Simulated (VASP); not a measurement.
# Bi (P6_3/mmc) in VASP: further runs

Bi is run at these levels: PBEsol; tasks: single point.

Program: VASP 6.6.1. These are calculated values, not measurements. Logs are shortened: lines on timing, memory, paths and dates and some standing lists are left out, and cuts for length are marked.

## 1. The cell of the first run

The structure is hexagonal, space group P6_3/mmc (No. 194). Conventional cell: a = 4.554 Å, b = 4.554 Å, c = 11.868 Å, α = 90.00°, β = 90.00°, γ = 120.00°.

This isn't the form of Bi at room conditions, which is rhombohedral.

## 2. Single point, PBEsol (106.58 Å³/atom)

INCAR reads:

```
ALGO = Normal
EDIFF = 1E-6
ENCUT = 520
GGA = PS
ISIF = 2
ISMEAR = -1
LASPH = T
LCHARG = F
LREAL = F
LWAVE = F
NBANDS = 22
NELM = 100
PREC = Accurate
SIGMA = 0.03
```

KPOINTS reads:

```
k-points
0
Gamma
  9 9 3
```

POSCAR reads:

```
Bi
1.0
    4.5540801457      0.0000000000      0.0000000000
   -2.2770400729      3.9439490971      0.0000000000
    0.0000000000      0.0000000000     11.8682992920
Bi
2
Direct
    0.3333333333      0.6666666667      0.2500000000
    0.6666666667      0.3333333333      0.7500000000
```

Potentials or basis: VASP PAW PBE potentials, release 64 (Bi_d).

Started as:

```
> cat potpaw_PBE.64/Bi_d/POTCAR > POTCAR
> mpirun -np 1 vasp_std > vasp.out
```

OUTCAR:

```text
EDIFF = 1E-6
   ENCUT = 520
   GGA = PS
   ISIF = 2
   ISMEAR = -1
   LASPH = T
   LREAL = F
   NELM = 100
   PREC = Accurate

 ion  position               nearest neighbor table
   1  0.333  0.667  0.250-
   2  0.667  0.333  0.750-

  LATTYP: Found a hexagonal cell.
 ALAT       =     4.5540801457
 C/A-ratio  =     2.6060804624

  Lattice vectors:

 A1 = (   4.5540801457,   0.0000000000,   0.0000000000)
 A2 = (  -2.2770400729,   3.9439490971,   0.0000000000)
 A3 = (   0.0000000000,   0.0000000000,  11.8682992920)

Analysis of symmetry for initial positions (statically):
=====================================================================
 Subroutine PRICEL returns:
 Original cell was already a primitive cell.

 Routine SETGRP: Setting up the symmetry group for a
 hexagonal supercell.

 Subroutine GETGRP returns: Found 24 space group operations
 (whereof 12 operations were pure point group operations)
 out of a pool of 24 trial point group operations.

The static configuration has the point symmetry D_3d.
 The point group associated with its full space group is D_6h.

Analysis of symmetry for dynamics (positions and initial velocities):
=====================================================================
 Subroutine PRICEL returns:
 Original cell was already a primitive cell.

 Routine SETGRP: Setting up the symmetry group for a
 hexagonal supercell.

 Subroutine GETGRP returns: Found 24 space group operations
 (whereof 12 operations were pure point group operations)
 out of a pool of 24 trial point group operations.

The dynamic configuration has the point symmetry D_3d.
 The point group associated with its full space group is D_6h.

 Subroutine INISYM returns: Found 24 space group operations
 (whereof 12 operations are pure point group operations),
 and found     1 'primitive' translations

----------------------------------------------------------------------------------------

                                     Primitive cell

  volume of cell :     213.1672

  direct lattice vectors                    reciprocal lattice vectors
     4.554080146  0.000000000  0.000000000     0.219583312  0.126776484  0.000000000
    -2.277040073  3.943949097  0.000000000     0.000000000  0.253552968  0.000000000
     0.000000000  0.000000000 11.868299292     0.000000000  0.000000000  0.084258071

  length of vectors
     4.554080146  4.554080146 11.868299292     0.253552968  0.253552968  0.084258071

  position of ions in fractional coordinates (direct lattice)
     0.333333333  0.666666667  0.250000000
     0.666666667  0.333333333  0.750000000

  ion indices of the primitive-cell ions
   primitive index   ion index
                 1           1
                 2           2

----------------------------------------------------------------------------------------

 KPOINTS: k-points

Automatic generation of k-mesh.
 Grid dimensions read from file:
 generate k-points for:    9    9    3

 Generating k-lattice:

  Cartesian coordinates                     Fractional coordinates (reciprocal lattice)
     0.024398146  0.014086276  0.000000000     0.111111111  0.000000000  0.000000000
     0.000000000  0.028172552  0.000000000     0.000000000  0.111111111  0.000000000
     0.000000000  0.000000000  0.028086024     0.000000000  0.000000000  0.333333333

  Length of vectors
     0.028172552  0.028172552  0.028086024

  Shift w.r.t. Gamma in fractional coordinates (k-lattice)
     0.000000000  0.000000000  0.000000000

 Subroutine IBZKPT returns following result:
 ===========================================

 Found     24 irreducible k-points:

 Following reciprocal coordinates:
            Coordinates               Weight
  0.000000  0.000000  0.000000      1.000000
  0.111111  0.000000  0.000000      6.000000
  0.222222  0.000000  0.000000      6.000000
  0.333333  0.000000  0.000000      6.000000
  0.444444  0.000000  0.000000      6.000000
  0.111111  0.111111  0.000000      6.000000
[... 16 lines left out ...]
  0.333333  0.222222  0.333333     24.000000
  0.333333  0.333333  0.333333      4.000000
   k-points           NKPTS =     24   k-points in BZ     NKDIM =     24   number of bands    NBANDS=     22
   number of dos      NEDOS =    301   number of ions     NIONS =      2
   total plane-waves  NPLWV = 116640
   dimension x,y,z NGX =    36 NGY =   36 NGZ =   90
   dimension x,y,z NGXF=    72 NGYF=   72 NGZF=  180
   ions per type =               2
   NGX,Y,Z   is equivalent  to a cutoff of  13.14, 13.14, 12.61 a.u.
   NGXF,Y,Z  is equivalent  to a cutoff of  26.28, 26.28, 25.21 a.u.
 SYSTEM =  unknown system
   PREC   = accura    normal or accurate (medium, high low for compatibility)
   ISTART =      0    job   : 0-new  1-cont  2-samecut
   ICHARG =      2    charge: 1-file 2-atom 10-const
   ISPIN  =      1    spin polarized calculation?
   LNONCOLLINEAR =      F non collinear calculations
   LSORBIT =      F    spin-orbit coupling
   LASPH  =      T    aspherical Exc in radial PAW
   ENCUT  =  520.0 eV  38.22 Ry    6.18 a.u.   8.47  8.47 22.07*2*pi/ulx,y,z
   NELM   =    100;   NELMIN=  2; NELMDL= -5     # of ELM steps
   EDIFF  = 0.1E-05   stopping-criterion for ELM
   LREAL  =      F    real-space projection
   EDIFFG = 0.1E-04   stopping-criterion for IOM
   NSW    =      0    number of steps for IOM
   IBRION =     -1    ionic relax: 0-MD 1-quasi-New 2-CG
   NFREE  =      0    steps in history (QN), initial steepest desc. (CG)
   ISIF   =      2    stress and relaxation
   ISYM   =      2    0-nonsym 1-usesym 2-fastsym
   POTIM  = 0.5000    time-step for ionic-motion
   TEBEG  =    0.0;   TEEND  =   0.0 temperature during run
   PSTRESS=    0.0 pullay stress
   NELECT =      30.0000    total number of electrons
   NUPDOWN=      -1.0000    fix difference up-down
   EMIN   =  10.00;   EMAX   =-10.00  energy-range for DOS
   EFERMI =   0.00;   METHOD = LEGACY
   ISMEAR =    -1;   SIGMA  =   0.03  broadening in eV -4-tet -1-fermi 0-gaus
   EFERMI_NEDOS =   21; number of points for ismear=-14 and -15
   IALGO  =     38    algorithm
   IMIX   =      4    mixing-type and parameters
     AMIX     =   0.40;   BMIX     =  1.00
     AMIX_MAG =   1.60;   BMIX_MAG =  1.00
  volume/ion in A,a.u.               =     106.58       719.26
  Fermi-wavevector in a.u.,A,eV,Ry     =   0.851547  1.609190  9.866015  0.725132
  Thomas-Fermi vector in A             =   1.967696
   LORBIT       =      0    0 simple, 1 ext, 2 COOP (PROOUT), +10 PAW based schemes
   GGA     = PS    functional components
   LHFCALC =     F    Hartree Fock is set to
   AEXX    =    0.0000 exact exchange contribution
   IVDW    =     0    specifies the selected vdW correction
   LEPSILON=     F    determine dielectric tensor
   LRPA    =     F    only Hartree local field effects (RPA)
 non-spin polarized calculation
  energy-cutoff  :      520.00
  volume of cell :      213.17
 maximum number of plane-waves:      5811
 NGX is ok and might be reduce to    36
   NGX = 17   NGY = 17   NGZ = 45

 number of electron      29.9999990 magnetization

 Free energy of the ion-electron system (eV)
  ---------------------------------------------------
  ext. energy  EPLUGINS =         0.00000000
  ---------------------------------------------------
  free energy    TOTEN  =        -3.33334571 eV

  energy without entropy =       -3.31164910  energy(sigma->0) =       -3.32249741

 E-fermi :  -1.1903     XC(G=0):  -5.3934

 val. band max:       -1.2136789024   @ k =   0.2222   0.2222   0.3333
 cond. band min:      -1.1891205262   @ k =   0.3333   0.0000   0.3333
 fundamental gap:      0.0245583762
 Fermi energy:        -1.1903403367

 k-point     1 :       0.0000    0.0000    0.0000
  band No.  band energies     occupation
      1     -23.9619      2.00000
      2     -23.9619      2.00000
      3     -23.9566      2.00000
      4     -23.9566      2.00000
      5     -23.9566      2.00000
      6     -23.9566      2.00000
[... 14 lines left out ...]
     21       4.4741      0.00000
     22       4.6484      0.00000

 k-point     2 :       0.1111    0.0000    0.0000
  band No.  band energies     occupation
      1     -23.9615      2.00000
      2     -23.9615      2.00000
      3     -23.9568      2.00000
      4     -23.9568      2.00000
      5     -23.9567      2.00000
      6     -23.9566      2.00000
[... 14 lines left out ...]
     21       4.6037      0.00000
     22       4.8794      0.00000

 k-point     3 :       0.2222    0.0000    0.0000
  band No.  band energies     occupation
      1     -23.9605      2.00000
      2     -23.9605      2.00000
      3     -23.9575      2.00000
      4     -23.9575      2.00000
      5     -23.9568      2.00000
      6     -23.9568      2.00000
[... 14 lines left out ...]
     21       4.5331      0.00000
     22       5.1270      0.00000

 k-point     4 :       0.3333    0.0000    0.0000
  band No.  band energies     occupation
      1     -23.9597      2.00000
      2     -23.9596      2.00000
      3     -23.9583      2.00000
      4     -23.9583      2.00000
      5     -23.9570      2.00000
      6     -23.9570      2.00000
[... 14 lines left out ...]
     21       4.2827      0.00000
     22       4.8090      0.00000

 k-point     5 :       0.4444    0.0000    0.0000
  band No.  band energies     occupation
      1     -23.9592      2.00000
      2     -23.9592      2.00000
      3     -23.9588      2.00000
      4     -23.9588      2.00000
      5     -23.9572      2.00000
      6     -23.9571      2.00000
[... 14 lines left out ...]
     21       4.0101      0.00000
     22       4.3803      0.00000

 k-point     6 :       0.1111    0.1111    0.0000
  band No.  band energies     occupation
      1     -23.9608      2.00000
      2     -23.9608      2.00000
      3     -23.9573      2.00000
      4     -23.9573      2.00000
      5     -23.9568      2.00000
      6     -23.9568      2.00000
[... 14 lines left out ...]
     21       4.6671      0.00000
     22       5.4996      0.00000

 k-point     7 :       0.2222    0.1111    0.0000
  band No.  band energies     occupation
      1     -23.9598      2.00000
      2     -23.9598      2.00000
      3     -23.9580      2.00000
      4     -23.9580      2.00000
      5     -23.9570      2.00000
      6     -23.9570      2.00000
[... 324 lines left out ...]
      6     -23.9573      2.00000
[... 14 lines left out ...]
     21       4.6338      0.00000
     22       4.8343      0.00000

 k-point    21 :       0.4444    0.1111    0.3333
  band No.  band energies     occupation
      1     -23.9588      2.00000
      2     -23.9588      2.00000
      3     -23.9588      2.00000
      4     -23.9588      2.00000
      5     -23.9573      2.00000
      6     -23.9573      2.00000
[... 14 lines left out ...]
     21       4.4896      0.00000
     22       4.7000      0.00000

 k-point    22 :       0.2222    0.2222    0.3333
  band No.  band energies     occupation
      1     -23.9588      2.00000
      2     -23.9588      2.00000
      3     -23.9583      2.00000
      4     -23.9583      2.00000
      5     -23.9574      2.00000
      6     -23.9574      2.00000
[... 14 lines left out ...]
     21       5.2577      0.00000
     22       5.5845      0.00000

 k-point    23 :       0.3333    0.2222    0.3333
  band No.  band energies     occupation
      1     -23.9585      2.00000
      2     -23.9585      2.00000
      3     -23.9582      2.00000
      4     -23.9582      2.00000
      5     -23.9577      2.00000
      6     -23.9577      2.00000
[... 14 lines left out ...]
     21       4.9404      0.00000
     22       5.3577      0.00000

 k-point    24 :       0.3333    0.3333    0.3333
  band No.  band energies     occupation
      1     -23.9582      2.00000
      2     -23.9582      2.00000
      3     -23.9582      2.00000
      4     -23.9582      2.00000
      5     -23.9578      2.00000
      6     -23.9578      2.00000
[... 14 lines left out ...]
     21       4.3713      0.00000
     22       4.8726      0.00000

------------------------ aborting loop because EDIFF is reached ----------------------------------------

  FORCE on cell =-STRESS in cart. coord.  units (eV):
  Direction    XX          YY          ZZ          XY          YZ          ZX
  --------------------------------------------------------------------------------------
  -------------------------------------------------------------------------------------
  Total       -6.7311594     -6.7311594     -0.5178919      0.0000000     -0.0000000      0.0000000
  in kB      -50.5917841    -50.5917841     -3.8925054      0.0000000     -0.0000000      0.0000000
  external PRESSURE =     -35.0253579 kB  Pullay stress =       0.0000000 kB

 VOLUME and BASIS-vectors are now :
 -----------------------------------------------------------------------------
  energy-cutoff  :      520.00
  volume of cell :      213.17
      direct lattice vectors                 reciprocal lattice vectors
     4.554080146  0.000000000  0.000000000     0.219583312  0.126776484  0.000000000
    -2.277040073  3.943949097  0.000000000     0.000000000  0.253552968  0.000000000
     0.000000000  0.000000000 11.868299292     0.000000000  0.000000000  0.084258071

 POSITION                                       TOTAL-FORCE (eV/Angst)
 -----------------------------------------------------------------------------------
     -0.00000      2.62930      2.96707        -0.000000      0.000000      0.000000
      2.27704      1.31465      8.90122         0.000000     -0.000000      0.000000
 -----------------------------------------------------------------------------------
    total drift:                               -0.000000      0.000000      0.000000

  FREE ENERGIE OF THE ION-ELECTRON SYSTEM (eV)
  ---------------------------------------------------
  free  energy   TOTEN  =        -3.3333457111 eV

  energy  without entropy=       -3.3116491034  energy(sigma->0) =       -3.32249741
```

It took 2.3 min on 1 thread of Intel Xeon 8259CL, shared host; peak memory 0.37 GiB.

What came out:

```yaml
Free_energy: -3.3333 eV
Pressure: -3.5 GPa
Band_gap_on_the_k_mesh: zero (bands 15 and 16 overlap by 2.10 eV)
```

Caveat: the cell stands under tension; the PAW data sets were made with another functional, which shifts forces and pressure a little; spin-orbit coupling is left out, which moves the levels of the heavy elements.

## 3. Single point, PBEsol (108.17 Å³/atom)

This run uses another cell than the first one.

INCAR reads:

```
SYSTEM = Bi
PREC     = Accurate       ! precision mode
ENCUT    = 520            ! plane-wave cutoff, eV
EDIFF    = 1E-6           ! SCF threshold, eV
ISMEAR   = -1             ! smearing method
SIGMA    = 0.03           ! smearing width, eV
LREAL    = .FALSE.        ! projectors in reciprocal space
LASPH    = .TRUE.         ! aspherical terms in the spheres
NELM     = 60             ! most SCF steps
ALGO     = Normal         ! electronic algorithm
ISIF     = 2              ! what is computed and relaxed
LWAVE    = .FALSE.        ! write WAVECAR
LCHARG   = .FALSE.        ! write CHGCAR
GGA      = PS             ! functional
NBANDS   = 22             ! bands
```

KPOINTS reads:

```
regular mesh
0
G
  9 9 3
  0 0 0
```

POSCAR reads:

```
Bi
1.0
    4.5765144001      0.0000000000      0.0000000000
   -2.2882572001      3.9633777313      0.0000000000
    0.0000000000      0.0000000000     11.9267647641
Bi
2
Direct
    0.3333333333      0.6666666667      0.2500000000
    0.6666666667      0.3333333333      0.7500000000
```

Potentials or basis: VASP PAW PBE potentials, release 64 (Bi_d).

Started as:

```
> cat potpaw_PBE.64/Bi_d/POTCAR > POTCAR
> mpirun -np 1 vasp_std > vasp.out
```

Wall time 2.3 min (1 thread of Intel Xeon 8259CL, shared host); peak memory 0.37 GiB.

It converged, with:

- Free energy: -3.2656 eV
- Pressure: -3.4 GPa
- Band gap on the k mesh: zero (bands 15 and 16 overlap by 2.05 eV)

Stress tensor (GPa, compression positive):
```
-4.93  0.00  0.00
 0.00 -4.93  0.00
 0.00  0.00 -0.37
```

Levels at points of the mesh, in eV from the Fermi level:
| k point | band 13 | band 14 | band 15 | band 16 | band 17 | band 18 |
| --- | --- | --- | --- | --- | --- | --- |
| (0.00, 0.00, 0.00) | -0.80 | -0.33 | 1.37 | 1.37 | 1.38 | 1.38 |

Caveat: the cell stands under tension; the PAW data sets were made with another functional, which shifts forces and pressure a little; spin-orbit coupling is left out, which moves the levels of the heavy elements.

(Part 1 of 2 ends here.)

The gap in the log of VASP goes by the Fermi energy; the results here count the filled bands.